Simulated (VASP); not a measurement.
Input of a VASP 6.6.1 run:

The input INCAR:

```
PREC = Accurate
ENCUT = 600
EDIFF = 1E-6
ISMEAR = -1
SIGMA = 0.05
LREAL = False
LASPH = True
NELM = 100
ALGO = Normal
ISIF = 3
LWAVE = False
LCHARG = False
GGA = PE
IBRION = 2
NSW = 80
EDIFFG = -0.01
PSTRESS = 50.0
```

KPOINTS

```
regular mesh
0
Gamma
  7 7 7
```

The input POSCAR:

```
Al
1.0
    0.0000000000      2.7850000000      2.7850000000
    2.7850000000      0.0000000000      2.7850000000
    2.7850000000      2.7850000000      0.0000000000
Al
2
Direct
    0.0000000000      0.0000000000      0.0000000000
    0.2500000000      0.2500000000      0.2500000000
```

Potentials or basis: VASP PAW PBE potentials, release 64 (Al).

The run is started by

```sh
$ cat potpaw_PBE.64/Al/POTCAR > POTCAR
$ mpirun -np 1 vasp_std > vasp.out
```

Q: Estimate the relaxed cell.

A: a = 4.126 Å, b = 4.126 Å, c = 4.126 Å, α = 60.00°, β = 60.00°, γ = 60.00°.

Q: Predict the space group after relaxing (to 0.05 Å).

A: Fd-3m (No. 227).

Q: Estimate the relaxed volume.

A: 24.83 Å³/atom.

Q: What does it give for the band gap on the k mesh?

A: Zero (band 3 reaches 5.80 eV, above the bottom of band 4 at 2.59 eV).

Step by step:
```
step  energy change (eV)  largest force (eV/Å)  pressure (GPa)  volume (Å³)
   1              0.0000                0.0000           15.23        43.20
   2             -0.4498                0.0000            2.25        52.41
   3             -0.3884                0.0000            5.04        49.67
```

Caveat: the cell is relaxed towards a set pressure, so the enthalpy falls and the energy may rise.
